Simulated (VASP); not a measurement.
# NbAl2F3 (P6/mmm) in VASP: single point with PBE

Aim: the single point of NbAl2F3 with PBE.

Everything below comes from runs of VASP 6.6.1. Logs are shortened: lines on timing, memory, paths and dates and some standing lists are left out, and cuts for length are marked.

### 1 The cell of the first run

It takes space group P6/mmm (No. 191, hexagonal). The conventional cell has a = 5.473 Å, b = 5.473 Å, c = 3.013 Å, α = 90.00°, β = 90.00°, γ = 120.00°. Within 3.2 Å of Al (site symmetry -6m2) lie 6 F at 2.18 Å and 5 Al at 3.01 to 3.16 Å and 3 Nb at 3.16 Å. Nb (site symmetry 6/mmm) has 2 Nb at 3.01 Å and 12 F at 3.12 Å and 6 Al at 3.16 Å within 4.0 Å. Within 3.2 Å of F (site symmetry mmm) lie 4 Al at 2.18 Å and 6 F at 2.74 to 3.01 Å and 4 Nb at 3.12 Å.

The cell was built from a structure type or drawn by symmetry, and may not be a known phase.

### 2 Single point, PBE

INCAR reads:

```
ALGO     = Normal         # electronic algorithm
EDIFF    = 1E-6           # SCF threshold, eV
ENCUT    = 520            # plane-wave cutoff, eV
GGA      = PE             # functional
ISIF     = 2              # what is computed and relaxed
ISMEAR   = 0              # smearing method
LASPH    = T              # aspherical terms in the spheres
LCHARG   = T              # write CHGCAR
LELF     = T              # ELF
LREAL    = F              # projectors in reciprocal space
LVHAR    = T            
LWAVE    = F              # write WAVECAR
NBANDS   = 29             # bands
NELM     = 100            # most SCF steps
PREC     = Accurate       # precision mode
SIGMA    = 0.1            # smearing width, eV
```

KPOINTS reads:

```
k-points
0
Gamma
  6 6 6
```

POSCAR reads:

```
NbAl2F3
1.0
    5.4730311300      0.0000000000      0.0000000000
   -2.7365155600      4.7397839900      0.0000000000
    0.0000000000      0.0000000000      3.0130066400
Al Nb F
2 1 3
Direct
    0.3333333300      0.6666666700      0.0000000000
    0.6666666700      0.3333333300      0.0000000000
    0.0000000000      0.0000000000      0.0000000000
    0.5000000000      0.0000000000      0.5000000000
    0.5000000000      0.5000000000      0.5000000000
    0.0000000000      0.5000000000      0.5000000000
```

Potentials or basis: VASP PAW PBE potentials, release 64 (Al, Nb_sv, F).

On the command line:

```bash
> cat potpaw_PBE.64/Al/POTCAR potpaw_PBE.64/Nb_sv/POTCAR potpaw_PBE.64/F/POTCAR > POTCAR
> mpirun -np 1 vasp_std > vasp.out
```

OUTCAR:

```text
EDIFF = 1E-6
   ENCUT = 520
   GGA = PE
   ISIF = 2
   ISMEAR = 0
   LASPH = T
   LREAL = F
   NELM = 100
   PREC = Accurate

 ion  position               nearest neighbor table
   1  0.333  0.667  0.000-   4 2.18   4 2.18   6 2.18   6 2.18   5 2.18   5 2.18   2 3.16   3 3.16
                             2 3.16   3 3.16   3 3.16   2 3.16
   2  0.667  0.333  0.000-   4 2.18   4 2.18   6 2.18   6 2.18   5 2.18   5 2.18   1 3.16   3 3.16
                             1 3.16   3 3.16   3 3.16   1 3.16
   3  0.000  0.000  0.000-   1 3.16   2 3.16   1 3.16   2 3.16   2 3.16   1 3.16
   4  0.500  0.000  0.500-   1 2.18   2 2.18   1 2.18   2 2.18
   5  0.500  0.500  0.500-   1 2.18   2 2.18   1 2.18   2 2.18
   6  0.000  0.500  0.500-   1 2.18   2 2.18   1 2.18   2 2.18

  LATTYP: Found a hexagonal cell.
 ALAT       =     5.4730311300
 C/A-ratio  =     0.5505188201

  Lattice vectors:

 A1 = (   5.4730311300,   0.0000000000,   0.0000000000)
 A2 = (  -2.7365155600,   4.7397839900,   0.0000000000)
 A3 = (   0.0000000000,   0.0000000000,   3.0130066400)

Analysis of symmetry for initial positions (statically):
=====================================================================
 Subroutine PRICEL returns:
 Original cell was already a primitive cell.

 Routine SETGRP: Setting up the symmetry group for a
 hexagonal supercell.

 Subroutine GETGRP returns: Found 24 space group operations
 (whereof 24 operations were pure point group operations)
 out of a pool of 24 trial point group operations.

The static configuration has the point symmetry D_6h.

Analysis of symmetry for dynamics (positions and initial velocities):
=====================================================================
 Subroutine PRICEL returns:
 Original cell was already a primitive cell.

 Routine SETGRP: Setting up the symmetry group for a
 hexagonal supercell.

 Subroutine GETGRP returns: Found 24 space group operations
 (whereof 24 operations were pure point group operations)
 out of a pool of 24 trial point group operations.

The dynamic configuration has the point symmetry D_6h.

 Subroutine INISYM returns: Found 24 space group operations
 (whereof 24 operations are pure point group operations),
 and found     1 'primitive' translations

----------------------------------------------------------------------------------------

                                     Primitive cell

  volume of cell :      78.1604

  direct lattice vectors                    reciprocal lattice vectors
     5.473031130  0.000000000  0.000000000     0.182714108  0.105490039  0.000000000
    -2.736515560  4.739783990  0.000000000     0.000000000  0.210980079  0.000000000
     0.000000000  0.000000000  3.013006640     0.000000000  0.000000000  0.331894390

  length of vectors
     5.473031130  5.473031124  3.013006640     0.210980079  0.210980079  0.331894390

  position of ions in fractional coordinates (direct lattice)
     0.333333330  0.666666670  0.000000000
     0.666666670  0.333333330  0.000000000
     0.000000000  0.000000000  0.000000000
     0.500000000  0.000000000  0.500000000
     0.500000000  0.500000000  0.500000000
     0.000000000  0.500000000  0.500000000

  ion indices of the primitive-cell ions
   primitive index   ion index
                 1           1
                 2           2
                 3           3
                 4           4
                 5           5
                 6           6

----------------------------------------------------------------------------------------

 KPOINTS: k-points

Automatic generation of k-mesh.
 Grid dimensions read from file:
 generate k-points for:    6    6    6

 Generating k-lattice:

  Cartesian coordinates                     Fractional coordinates (reciprocal lattice)
     0.030452351  0.017581673  0.000000000     0.166666667  0.000000000  0.000000000
     0.000000000  0.035163346  0.000000000     0.000000000  0.166666667  0.000000000
     0.000000000  0.000000000  0.055315732     0.000000000  0.000000000  0.166666667

  Length of vectors
     0.035163346  0.035163346  0.055315732

  Shift w.r.t. Gamma in fractional coordinates (k-lattice)
     0.000000000  0.000000000  0.000000000

 Subroutine IBZKPT returns following result:
 ===========================================

 Found     28 irreducible k-points:

 Following reciprocal coordinates:
            Coordinates               Weight
  0.000000  0.000000  0.000000      1.000000
  0.166667  0.000000  0.000000      6.000000
  0.333333  0.000000  0.000000      6.000000
  0.500000  0.000000  0.000000      3.000000
  0.166667  0.166667  0.000000      6.000000
  0.333333  0.166667  0.000000     12.000000
[... 16 lines left out ...]
  0.166667  0.000000  0.500000      6.000000
  0.333333  0.000000  0.500000      6.000000
 [... further k-points ...]
   k-points           NKPTS =     28   k-points in BZ     NKDIM =     28   number of bands    NBANDS=     29
   number of dos      NEDOS =    301   number of ions     NIONS =      6
   total plane-waves  NPLWV =  42336
   dimension x,y,z NGX =    42 NGY =   42 NGZ =   24
   dimension x,y,z NGXF=    84 NGYF=   84 NGZF=   48
   ions per type =               2   1   3
   NGX,Y,Z   is equivalent  to a cutoff of  12.76, 12.76, 13.24 a.u.
   NGXF,Y,Z  is equivalent  to a cutoff of  25.52, 25.52, 26.48 a.u.
 SYSTEM =  unknown system
   PREC   = accura    normal or accurate (medium, high low for compatibility)
   ISTART =      0    job   : 0-new  1-cont  2-samecut
   ICHARG =      2    charge: 1-file 2-atom 10-const
   ISPIN  =      1    spin polarized calculation?
   LNONCOLLINEAR =      F non collinear calculations
   LSORBIT =      F    spin-orbit coupling
   LASPH  =      T    aspherical Exc in radial PAW
   ENCUT  =  520.0 eV  38.22 Ry    6.18 a.u.  10.18 10.18  5.60*2*pi/ulx,y,z
   NELM   =    100;   NELMIN=  2; NELMDL= -5     # of ELM steps
   EDIFF  = 0.1E-05   stopping-criterion for ELM
   LREAL  =      F    real-space projection
   EDIFFG = 0.1E-04   stopping-criterion for IOM
   NSW    =      0    number of steps for IOM
   IBRION =     -1    ionic relax: 0-MD 1-quasi-New 2-CG
   NFREE  =      0    steps in history (QN), initial steepest desc. (CG)
   ISIF   =      2    stress and relaxation
   ISYM   =      2    0-nonsym 1-usesym 2-fastsym
   POTIM  = 0.5000    time-step for ionic-motion
   TEBEG  =    0.0;   TEEND  =   0.0 temperature during run
   PSTRESS=    0.0 pullay stress
   NELECT =      40.0000    total number of electrons
   NUPDOWN=      -1.0000    fix difference up-down
   EMIN   =  10.00;   EMAX   =-10.00  energy-range for DOS
   EFERMI =   0.00;   METHOD = LEGACY
   ISMEAR =     0;   SIGMA  =   0.10  broadening in eV -4-tet -1-fermi 0-gaus
   EFERMI_NEDOS =   21; number of points for ismear=-14 and -15
   IALGO  =     38    algorithm
   IMIX   =      4    mixing-type and parameters
     AMIX     =   0.40;   BMIX     =  1.00
     AMIX_MAG =   1.60;   BMIX_MAG =  1.00
  volume/ion in A,a.u.               =      13.03        87.91
  Fermi-wavevector in a.u.,A,eV,Ry     =   1.309481  2.474561 23.330472  1.714741
  Thomas-Fermi vector in A             =   2.440077
   LORBIT       =      0    0 simple, 1 ext, 2 COOP (PROOUT), +10 PAW based schemes
   GGA     = PE    functional components
   LHFCALC =     F    Hartree Fock is set to
   AEXX    =    0.0000 exact exchange contribution
   IVDW    =     0    specifies the selected vdW correction
   LEPSILON=     F    determine dielectric tensor
   LRPA    =     F    only Hartree local field effects (RPA)
 non-spin polarized calculation
 Gauss-broadening in eV      SIGMA  =   0.10
  energy-cutoff  :      520.00
  volume of cell :       78.16
 maximum number of plane-waves:      2123
 NGX is ok and might be reduce to    42
   NGX = 21   NGY = 21   NGZ = 11

 number of electron      39.9999985 magnetization

 Free energy of the ion-electron system (eV)
  ---------------------------------------------------
  ext. energy  EPLUGINS =         0.00000000
  ---------------------------------------------------
  free energy    TOTEN  =       -27.04580766 eV

  energy without entropy =      -27.01477653  energy(sigma->0) =      -27.03029210

 E-fermi :   8.0074     XC(G=0): -10.8286

 val. band max:        7.9990124634   @ k =   0.1667   0.1667   0.5000
 cond. band min:       8.0192325007   @ k =   0.0000   0.0000   0.3333
 fundamental gap:      0.0202200373
 Fermi energy:         8.0074336935

 k-point     1 :       0.0000    0.0000    0.0000
  band No.  band energies     occupation
      1     -46.8954      2.00000
      2     -22.9791      2.00000
      3     -22.9791      2.00000
      4     -22.6653      2.00000
      5     -18.7980      2.00000
      6     -18.2097      2.00000
[... 21 lines left out ...]
     28      12.4454      0.00000
     29      15.6043      0.00000

 k-point     2 :       0.1667    0.0000    0.0000
  band No.  band energies     occupation
      1     -46.8954      2.00000
      2     -22.9809      2.00000
      3     -22.9796      2.00000
      4     -22.6653      2.00000
      5     -18.7631      2.00000
      6     -18.2459      2.00000
[... 21 lines left out ...]
     28      13.1809      0.00000
     29      15.6437      0.00000

 k-point     3 :       0.3333    0.0000    0.0000
  band No.  band energies     occupation
      1     -46.8954      2.00000
      2     -22.9845      2.00000
      3     -22.9806      2.00000
      4     -22.6652      2.00000
      5     -18.6712      2.00000
      6     -18.3399      2.00000
[... 21 lines left out ...]
     28      14.2523      0.00000
     29      15.4328      0.00000

 k-point     4 :       0.5000    0.0000    0.0000
  band No.  band energies     occupation
      1     -46.8954      2.00000
      2     -22.9862      2.00000
      3     -22.9811      2.00000
      4     -22.6652      2.00000
      5     -18.5949      2.00000
      6     -18.4172      2.00000
[... 597 lines left out ...]
     28      14.8451      0.00000
     29      14.8461      0.00000

 k-point    23 :       0.1667    0.0000    0.5000
  band No.  band energies     occupation
      1     -46.8389      2.00000
      2     -23.2315      2.00000
      3     -22.9163      2.00000
      4     -22.9160      2.00000
      5     -18.5090      2.00000
      6     -18.0755      2.00000
[... 21 lines left out ...]
     28      14.7588      0.00000
     29      14.8811      0.00000

 k-point    24 :       0.3333    0.0000    0.5000
  band No.  band energies     occupation
      1     -46.8389      2.00000
      2     -23.2306      2.00000
      3     -22.9170      2.00000
      4     -22.9162      2.00000
      5     -18.4402      2.00000
      6     -18.1550      2.00000
[... 21 lines left out ...]
     28      14.0377      0.00000
     29      14.1438      0.00000

 [... further k-points ...]
[... 5 lines left out ...]
  --------------------------------------------------------------------------------------
  -------------------------------------------------------------------------------------
  Total        0.6497541      0.6497541     10.3717627      0.0000000     -0.0000000     -0.0000000
  in kB       13.3190439     13.3190439    212.6065281      0.0000000     -0.0000000     -0.0000000
  external PRESSURE =      79.7482053 kB  Pullay stress =       0.0000000 kB

 VOLUME and BASIS-vectors are now :
 -----------------------------------------------------------------------------
  energy-cutoff  :      520.00
  volume of cell :       78.16
      direct lattice vectors                 reciprocal lattice vectors
     5.473031130  0.000000000  0.000000000     0.182714108  0.105490039  0.000000000
    -2.736515560  4.739783990  0.000000000     0.000000000  0.210980079  0.000000000
     0.000000000  0.000000000  3.013006640     0.000000000  0.000000000  0.331894390

 POSITION                                       TOTAL-FORCE (eV/Angst)
 -----------------------------------------------------------------------------------
     -0.00000      3.15986      0.00000         0.000000      0.000000      0.000000
      2.73652      1.57993      0.00000        -0.000000      0.000000     -0.000000
      0.00000      0.00000      0.00000         0.000000      0.000000      0.000000
      2.73652      0.00000      1.50650         0.000000      0.000000      0.000000
      1.36826      2.36989      1.50650         0.000000      0.000000      0.000000
     -1.36826      2.36989      1.50650         0.000000      0.000000      0.000000
 -----------------------------------------------------------------------------------
    total drift:                                0.000000     -0.000000     -0.000000

  FREE ENERGIE OF THE ION-ELECTRON SYSTEM (eV)
  ---------------------------------------------------
  free  energy   TOTEN  =       -27.0458076649 eV

  energy  without entropy=      -27.0147765335  energy(sigma->0) =      -27.03029210
```

Run time: 94 s. Hardware: 1 thread of Intel Xeon 8259CL, shared host; peak memory 0.22 GiB.

What came out:

| Property | Result |
| --- | --- |
| Free energy | -27.0458 eV |
| Pressure | 8.0 GPa |
| Band gap on the k mesh | zero (bands 20 and 21 overlap by 0.81 eV) |

Stress tensor (GPa, compression positive):
```
 1.33  0.00  0.00
 0.00  1.33  0.00
 0.00  0.00 21.26
```

Caveat: the cell stands under pressure.
